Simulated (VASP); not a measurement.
## Ga2O: single point with PBEsol

Crystal: Ga2O.

```
CELL_PARAMETERS angstrom
3.04405 0.00000 0.00000
-1.52202 2.63622 0.00000
0.00000 0.00000 11.21634
ATOMIC_POSITIONS crystal
Ga 0.00000 0.00000 0.38799
Ga 0.00000 0.00000 0.61201
Ga 0.66667 0.33333 0.09928
Ga 0.33333 0.66667 0.90072
O 0.66667 0.33333 0.31279
O 0.33333 0.66667 0.68721
```

| Item | Value |
| --- | --- |
| Program | VASP 6.6.1 |
| Task | single point |
| Functional | PBEsol |
| Potentials or basis | VASP PAW PBE potentials, release 64 (Ga_d, O) |
| Cutoff | 520 eV |
| k mesh | 6 × 6 × 2 |
| Occupations | gaussian, width 0.1 eV |
| Spin | no spin polarisation |
| Dipole correction | no |
| Further INCAR settings | ALGO = Normal; EDIFF = 1e-07; NBANDS = 41 |

```json
{"Pressure": "0.3 GPa", "Largest force": "0.053 eV/Å", "Band gap on the k mesh": "zero (band 32 reaches 7.15 eV, above the bottom of band 33 at 5.02 eV)"}
```

Forces in eV/Å, atoms in the order of the input:
```
Ga   0.000  0.000  0.053
Ga   0.000  0.000 -0.053
Ga   0.000  0.000 -0.005
Ga   0.000  0.000  0.005
O    0.000  0.000 -0.038
O    0.000  0.000  0.038
```

Stress tensor (GPa, compression positive):
```
0.38 0.00 0.00
0.00 0.38 0.00
0.00 0.00 0.14
```

Levels at points of the mesh, in eV from the Fermi level:
| k point | band 28 | band 29 | band 30 | band 31 | band 32 | band 33 | band 34 | band 35 | band 36 | band 37 |
| --- | --- | --- | --- | --- | --- | --- | --- | --- | --- | --- |
| (0.00, 0.00, 0.00) | -4.86 | -4.84 | -4.84 | -4.72 | -1.08 | -0.23 | 2.26 | 5.29 | 7.58 | 8.04 |
| (0.50, 0.00, 0.00) | -5.80 | -5.06 | -4.35 | -3.71 | -1.53 | -1.13 | 0.00 | 2.19 | 2.58 | 4.34 |
| (0.00, 0.00, 0.50) | -4.86 | -4.84 | -4.84 | -3.28 | -2.41 | 0.94 | 1.54 | 5.89 | 6.96 | 8.04 |
| (0.50, 0.00, 0.50) | -5.80 | -5.17 | -4.43 | -3.44 | -1.64 | -1.12 | -0.15 | 2.54 | 2.56 | 4.26 |

Wall time 58 s on 1 thread of Intel(R) Xeon(R) Platinum 8259CL CPU @ 2.50GHz (Skylake/Cascade Lake), on a shared host, peak memory 0.22 GiB.

Caveat: the k points lie up to 0.40 Å⁻¹ apart; the PAW data sets were made with another functional, which shifts forces and pressure a little.
